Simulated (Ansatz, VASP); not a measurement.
# ZrOs: VASP beside Ansatz

INCAR

```
SYSTEM = ZrOs
PREC = Accurate ; ENCUT = 520
EDIFF = 1E-6 ; ISMEAR = -1
SIGMA = 0.03 ; LREAL = .FALSE.
LASPH = .TRUE. ; NELM = 100
ALGO = Normal ; ISIF = 2
LWAVE = .FALSE. ; LCHARG = .FALSE.
NBANDS = 17
```

File KPOINTS:

```
regular mesh
0
G
  13 13 13
  0 0 0
```

Contents of POSCAR:

```
ZrOs
1.0
    3.1963894727      0.0000000000      0.0000000000
    0.0000000000      3.1963894727      0.0000000000
    0.0000000000      0.0000000000      3.1963894727
Zr Os
1 1
Direct
    0.5000000000      0.5000000000      0.5000000000
    0.0000000000      0.0000000000      0.0000000000
```

Input for Ansatz:

```yaml
crystal:
  lattice:
    - [3.1963894727, 0.0, 0.0]
    - [0.0, 3.1963894727, 0.0]
    - [0.0, 0.0, 3.1963894727]
  atoms:
    - { symbol: Zr, position: [0.5, 0.5, 0.5] }
    - { symbol: Os, position: [0.0, 0.0, 0.0] }
kpoints:
  mp_grid: { grid: [13, 13, 13] }
  band_path:
    path:
      - [0.0, 0.0, 0.0]
      - [0.0, 0.5, 0.0]
      - [0.5, 0.5, 0.0]
      - [0.0, 0.0, 0.0]
      - [0.5, 0.5, 0.5]
      - [0.0, 0.5, 0.0]
      - [0.5, 0.5, 0.5]
      - [0.5, 0.5, 0.0]
    npoints: 5
scf:
  occupations: { method: fermi_dirac, width: 0.03 }
hamiltonian:
  xc: lda
  pseudopotentials: { kind: all_electron, lapw: { basis_error: 0.00025 } }
output:
  forces: true
  stress: true
  eigenvalues: true
```

Change from the starting cell: volume scaled by 0.94.

Alike in both runs: task single point; functional LDA; k mesh 13 × 13 × 13; occupations fermi-dirac, width 0.03 eV; no spin polarisation.

```csv
,VASP,Ansatz
version,VASP 6.6.1,Ansatz 0.2.0
potentials or method,"VASP PAW LDA potentials, release 64 (Zr_sv, Os), cutoff 520 eV","all-electron LAPW, scalar-relativistic"
```

```csv
,VASP,Ansatz,Ansatz less VASP
pressure (GPa),7.4,6.9,-0.53
```

LDA's correlation is that of Perdew and Zunger in VASP and of Perdew and Wang (1992) in Ansatz. Ansatz ran all-electron here, and VASP with PAW potentials.

Neither program's run includes spin-orbit coupling.
